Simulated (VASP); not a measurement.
Input of a VASP 6.6.1 run:

Contents of POSCAR:

```
MnS
1.0
    0.0000000000      2.6045000000      2.6045000000
    2.6045000000      0.0000000000      2.6045000000
    2.6045000000      2.6045000000      0.0000000000
Mn S
1 1
Direct
    0.0000000000      0.0000000000      0.0000000000
    0.5000000000      0.5000000000      0.5000000000
```

File INCAR.step1:

```
SYSTEM = MnS
PREC = Accurate ; ENCUT = 520
EDIFF = 1E-6 ; ISMEAR = -1
SIGMA = 0.05 ; LREAL = .False.
LASPH = .True. ; NELM = 150
ALGO = Normal ; ISIF = 2
LWAVE = .False. ; LCHARG = .True.
ISPIN = 2 ; MAGMOM = 4 0
LMAXMIX = 4 ; LDAU = .True.
LDAUTYPE = 2 ; LDAUL = 2 -1
LDAUU = 5 0 ; LDAUJ = 0 0
LDAUPRINT = 1 ; GGA = PS
NBANDS = 20
```

File KPOINTS.step1:

```
regular mesh
0
Gamma
  9 9 9
  0 0 0
```

The input INCAR.step2:

```
SYSTEM = MnS
PREC = Accurate ; ENCUT = 520
EDIFF = 1E-6 ; ISMEAR = -5
SIGMA = 0.05 ; LREAL = .False.
LASPH = .True. ; NELM = 150
ALGO = Normal ; ISIF = 2
LWAVE = .False. ; LCHARG = .False.
ISPIN = 2 ; MAGMOM = 4 0
LORBIT = 11 ; LMAXMIX = 4
LDAU = .True. ; LDAUTYPE = 2
LDAUL = 2 -1 ; LDAUU = 5 0
LDAUJ = 0 0 ; LDAUPRINT = 1
GGA = PS ; NBANDS = 20
NEDOS = 2001 ; ICHARG = 11
```

Contents of KPOINTS.step2:

```
regular mesh
0
Gamma
  14 14 14
  0 0 0
```

Potentials or basis: VASP PAW PBE potentials, release 64 (Mn_pv, S).

Command:

```bash
$ cat potpaw_PBE.64/Mn_pv/POTCAR potpaw_PBE.64/S/POTCAR > POTCAR
$ cp INCAR.step1 INCAR
$ cp KPOINTS.step1 KPOINTS
$ mpirun -np 1 vasp_std > vasp.out
$ cp INCAR.step2 INCAR
$ cp KPOINTS.step2 KPOINTS
$ mpirun -np 1 vasp_std > vasp.out
```

(1) Predict the site moments.

(2) Estimate the net moment.

## Answers

(1) Mn +4.62; S +0.07 μB.

(2) 5.00 μB per cell.

Caveat: a cell with one magnetic atom can't hold antiferromagnetic order, which such compounds often take.
